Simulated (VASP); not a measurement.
Write the native input for VASP 6.6.1 that does the following.

```
Task                   : single point
Functional             : PBE
Potentials or basis    : VASP PAW PBE potentials, release 64 (Ta_pv, N)
Cutoff                 : 520 eV
k mesh                 : 18 × 18 × 18
Occupations            : gaussian, width 0.02 eV
Spin                   : no spin polarisation
Dipole correction      : no
Further INCAR settings : ALGO = Normal; EDIFF = 1e-07; NBANDS = 15
```

The structure of TaN lies in POSCAR:

```
TaN
1.0
    0.0000000000      2.2879500000      2.1790000000
    2.0700500000      0.0000000000      2.1790000000
    2.0700500000      2.2879500000      0.0000000000
Ta N
1 1
Direct
    0.5000000000      0.5000000000      0.5000000000
    0.0000000000      0.0000000000      0.0000000000
```

This cell differs from its parent crystal: strain -0.0500 x Voigt [1, -1, 0, 0, 0, 0].

One way to write it, as run:

INCAR

```
SYSTEM = TaN
PREC = Accurate
ENCUT = 520
EDIFF = 1E-7
ISMEAR = 0
SIGMA = 0.02
LREAL = .False.
LASPH = .True.
NELM = 100
ALGO = Normal
ISIF = 2
LWAVE = .False.
LCHARG = .False.
GGA = PE
NBANDS = 15
```

KPOINTS

```
Automatic mesh
0
Gamma
  18 18 18
  0 0 0
```

Potentials or basis: VASP PAW PBE potentials, release 64 (Ta_pv, N).

Command:

```console
$ cat potpaw_PBE.64/Ta_pv/POTCAR potpaw_PBE.64/N/POTCAR > POTCAR
$ mpirun -np 1 vasp_std > vasp.out
```

Results of the run:

```
Pressure               : 23.6 GPa
Band gap on the k mesh : zero (band 8 reaches 11.56 eV, above the bottom of band 9 at 7.61 eV)
```

Caveat: the cell differs from its parent crystal (strain -0.0500 x Voigt [1, -1, 0, 0, 0, 0]); spin-orbit coupling is left out, which moves the levels of the heavy elements.

Wall time 2.7 min on 1 thread of Intel(R) Xeon(R) Platinum 8259CL CPU @ 2.50GHz (Skylake/Cascade Lake), with other jobs on the host, peak memory 0.37 GiB.
